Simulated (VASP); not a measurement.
Set up this calculation in VASP 6.6.1, as the native input.

```yaml
Task: relaxation of cell and atoms
Functional: PBE
Potentials_or_basis: VASP PAW PBE potentials, release 64 (P)
Cutoff: 600 eV
k_mesh: 4 × 4 × 4
Occupations: gaussian, width 0.1 eV
Spin: no spin polarisation
Dipole_correction: no
Further_INCAR_settings: ALGO = Normal; EDIFF = 1e-07; IBRION = 2; EDIFFG = -0.04; NSW = 90; ISIF = 3
```

The structure of P lies in POSCAR:

```
P
1.0
    4.2753319300      0.0000000000      0.0000000000
    0.0000000000      4.2753319300      0.0000000000
    0.0000000000      0.0000000000      4.2753319300
P
4
Direct
    0.2466464400      0.2466464400      0.2466464400
    0.2533535600      0.7533535600      0.7466464400
    0.7533535600      0.7466464400      0.2533535600
    0.7466464400      0.2533535600      0.7533535600
```

The input as run:

INCAR

```
SYSTEM = P
  ALGO = Normal
  EDIFF = 1E-7
  EDIFFG = -0.04
  ENCUT = 600
  GGA = PE
  IBRION = 2
  ISIF = 3
  ISMEAR = 0
  LASPH = .TRUE.
  LCHARG = .FALSE.
  LREAL = .FALSE.
  LWAVE = .FALSE.
  NELM = 100
  NSW = 90
  PREC = Accurate
  SIGMA = 0.1
```

KPOINTS

```
k-points
0
G
  4 4 4
  0 0 0
```

Potentials or basis: VASP PAW PBE potentials, release 64 (P).

The run is started by

```sh
$ cat potpaw_PBE.64/P/POTCAR > POTCAR
$ mpirun -np 1 vasp_std > vasp.out
```

It gave:

| Property | Result |
| --- | --- |
| Relaxed volume | 16.34 Å³/atom |
| Relaxed cell | a = 4.028 Å, b = 4.028 Å, c = 4.028 Å, α = 90.00°, β = 90.00°, γ = 90.00° |
| Space group after relaxing (to 0.05 Å) | P4_332 (No. 212) |
| Energy gained by relaxing | 684.0 meV/atom |
| Ionic steps | 25 |
| Pressure after relaxing | 0.0 GPa |
| Largest force after relaxing | 0.020 eV/Å |
| Band gap on the k mesh | zero (band 10 reaches 12.31 eV, above the bottom of band 11 at 7.14 eV) |

Caveat: the k points lie up to 0.39 Å⁻¹ apart in the final cell; the volume moved by over 15 % at a fixed basis, so the end points are rough.

It took 2 min on 1 thread of Intel(R) Xeon(R) 6975P-C (Granite Rapids) (shared host), peak memory 0.19 GiB.
